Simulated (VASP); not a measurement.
A run of VASP 6.6.1:

The input INCAR:

```
SYSTEM = CuI
PREC = Accurate
ENCUT = 520
EDIFF = 1E-6
ISMEAR = 0
SIGMA = 0.02
LREAL = .False.
LASPH = .True.
NELM = 100
ALGO = Normal
ISIF = 2
LWAVE = .False.
LCHARG = .False.
GGA = PE
NBANDS = 16
```

KPOINTS

```
Automatic mesh
0
Gamma
  8 8 8
  0 0 0
```

The input POSCAR:

```
CuI
1.0
    0.0000000000      3.0690945080      3.0690945080
    3.0690945080      0.0000000000      3.0690945080
    3.0690945080      3.0690945080      0.0000000000
Cu I
1 1
Direct
    0.2500000000      0.2500000000      0.2500000000
    0.0000000000      0.0000000000      0.0000000000
```

Potentials or basis: VASP PAW PBE potentials, release 64 (Cu, I).

Launch:

```sh
$ cat potpaw_PBE.64/Cu/POTCAR potpaw_PBE.64/I/POTCAR > POTCAR
$ mpirun -np 1 vasp_std > vasp.out
```

Hardware: 1 thread of Intel(R) Xeon(R) Platinum 8259CL CPU @ 2.50GHz (Skylake/Cascade Lake), on a shared host.

Task: How long does it take, and how much memory?

Result: It took 17 s on 1 thread of Intel(R) Xeon(R) Platinum 8259CL CPU @ 2.50GHz (Skylake/Cascade Lake), with other jobs on the host, peak memory 0.18 GiB. Counts: scf iterations 12, k points 29.
